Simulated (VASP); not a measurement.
Wanted: the native input for a VASP 6.6.1 run.

```
Task                   : relaxation of cell and atoms
Functional             : LDA
Potentials or basis    : VASP PAW LDA potentials, release 64 (Cd, Ge_d, As)
Cutoff                 : 600 eV
k mesh                 : 8 × 8 × 8
Occupations            : gaussian, width 0.03 eV
Spin                   : no spin polarisation
Further INCAR settings : ALGO = Normal; EDIFF = 1e-07; IBRION = 2; EDIFFG = -0.005; NSW = 90; ISIF = 3
```

The structure of CdGeAs2 lies in POSCAR:

```
CdGeAs2                                 
1.0
   -2.9443865981      2.9443865981      5.6171551724
    2.9443865981     -2.9443865981      5.6171551724
    2.9443865981      2.9443865981     -5.6171551724
  Cd              Ge              As            
     2     2     4
Direct
     0.2500000000000000    0.7500000000000000    0.5000000000000000
     0.5000000000000000    0.5000000000000000    0.0000000000000000
     0.0000000000000000    0.0000000000000000    0.0000000000000000
     0.7500000000000000    0.2500000000000000    0.5000000000000000
     0.8750000000000000    0.3506002016339135    0.9756002016339135
     0.6493997983660865    0.6250000000000000    0.5243997983660865
     0.3750000000000000    0.8993997983660865    0.0243997983660866
     0.1006002016339134    0.1250000000000000    0.4756002016339135
```

The input as run:

INCAR

```
PREC = Accurate ; ENCUT = 600
EDIFF = 1E-7 ; ISMEAR = 0
SIGMA = 0.03 ; LREAL = False
LASPH = True ; NELM = 80
ALGO = Normal ; ISIF = 3
LWAVE = False ; LCHARG = False
GGA = CA ; IBRION = 2
NSW = 90 ; EDIFFG = -0.005
KPAR = 2
```

KPOINTS

```
Automatic mesh
0
Gamma
  8 8 8
```

Potentials or basis: VASP PAW LDA potentials, release 64 (Cd, Ge_d, As).

Command:

```sh
$ cat potpaw_LDA.64/Cd/POTCAR potpaw_LDA.64/Ge_d/POTCAR potpaw_LDA.64/As/POTCAR > POTCAR
$ mpirun -np 2 vasp_std > vasp.out
```

It gave:

| Item | Value |
| --- | --- |
| Relaxed volume | 24.34 Å³/atom |
| Relaxed cell | a = 6.994 Å, b = 6.994 Å, c = 6.994 Å, α = 130.23°, β = 130.23°, γ = 73.04° |
| Space group after relaxing (to 0.1 Å) | I-42d (No. 122) |
| Energy gained by relaxing | 0.0 meV/atom |
| Ionic steps | 4 |
| Pressure after relaxing | 0.0 GPa |
| Band gap on the k mesh | 0.14 eV (least direct gap 0.20 eV) |

It took 32 min on 2 MPI ranks on AMD EPYC 7R43 64-Core Processor (Zen 3), with other jobs on the host, peak memory 0.71 GiB a rank.
